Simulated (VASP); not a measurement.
Al: single point with PBEsol

Crystal: Al.

```
CELL_PARAMETERS angstrom
0.00000 -6.48971 -3.24485
3.24485 0.00000 -6.48971
6.48971 -3.24485 0.00000
ATOMIC_POSITIONS crystal
Al 0.82450 0.80471 0.79030
Al 0.75921 0.72090 0.16798
Al 0.53995 0.00663 0.28741
Al 0.98420 0.15812 0.69419
Al 0.55233 0.61398 0.69658
Al 0.80662 0.46050 0.95875
Al 0.39159 0.78336 0.19693
Al 0.87370 0.02813 0.39719
Al 0.64234 0.35214 0.49206
Al 0.25655 0.80341 0.57176
Al 0.47945 0.17407 0.91712
Al 0.17632 0.69965 0.97352
Al 0.39017 0.41606 0.28277
Al 0.98407 0.62570 0.43581
Al 0.40771 0.04101 0.66201
Al 0.21210 0.41687 0.72315
Al 0.09335 0.30574 0.24173
Al 0.12583 0.08904 0.01075
```

This cell differs from its parent crystal: dynamics (nvt nose hoover) at 1800 K, volume x 1.06, from the last frame before.

- Program: VASP 6.6.1
- Task: single point
- Functional: PBEsol
- Potentials or basis: VASP PAW PBE potentials, release 64 (Al)
- Cutoff: 520 eV
- k mesh: 2 × 2 × 2, shifted
- Occupations: fermi-dirac, width 0.1551 eV
- Spin: no spin polarisation
- Dipole correction: no
- Further INCAR settings: LREAL = Auto; ALGO = Normal; EDIFF = 1e-06; NBANDS = 42

- Pressure: 6.5 GPa
- Largest force: 3.160 eV/Å
- Band gap on the k mesh: zero (bands 27 and 28 overlap by 0.77 eV)

Forces on the atoms (eV/Å):
```
Al  -0.983  0.890 -2.228
Al  -0.888 -2.684  1.412
Al   1.664  0.601 -1.243
Al  -0.138  0.562 -0.066
Al   0.234 -2.456  0.002
Al   0.272 -0.140  2.472
Al  -0.465  1.147 -0.101
Al  -0.504 -0.255  0.485
Al   0.362  0.309 -0.946
Al  -0.188  2.581 -0.310
Al   0.108 -1.046 -0.242
Al   0.595 -0.002  0.234
Al  -0.461 -0.094  0.880
Al   0.309 -0.063  0.342
Al  -0.392 -0.740 -0.053
Al  -0.089  0.756 -1.101
Al   0.235  0.086 -0.319
Al   0.328  0.548  0.783
```

Stress tensor (GPa, compression positive):
```
 7.29 -0.40 -1.71
-0.40  6.22 -1.07
-1.71 -1.07  6.09
```

Levels at points of the mesh, in eV from the Fermi level:
| k point | band 26 | band 27 | band 28 | band 29 | band 30 | band 31 |
| --- | --- | --- | --- | --- | --- | --- |
| (0.25, 0.25, 0.25) | 0.48 | 0.65 | 0.75 | 0.90 | 0.98 | 1.16 |

It took 2.6 min on 1 thread of Intel Xeon 8259CL, on a shared host, peak memory 0.35 GiB.

Caveat: the k points lie up to 0.49 Å⁻¹ apart, too coarse for converged energies and pressures of a metal; the atoms stand as in a frame of molecular dynamics; the PAW data sets were made with another functional, which shifts forces and pressure a little.
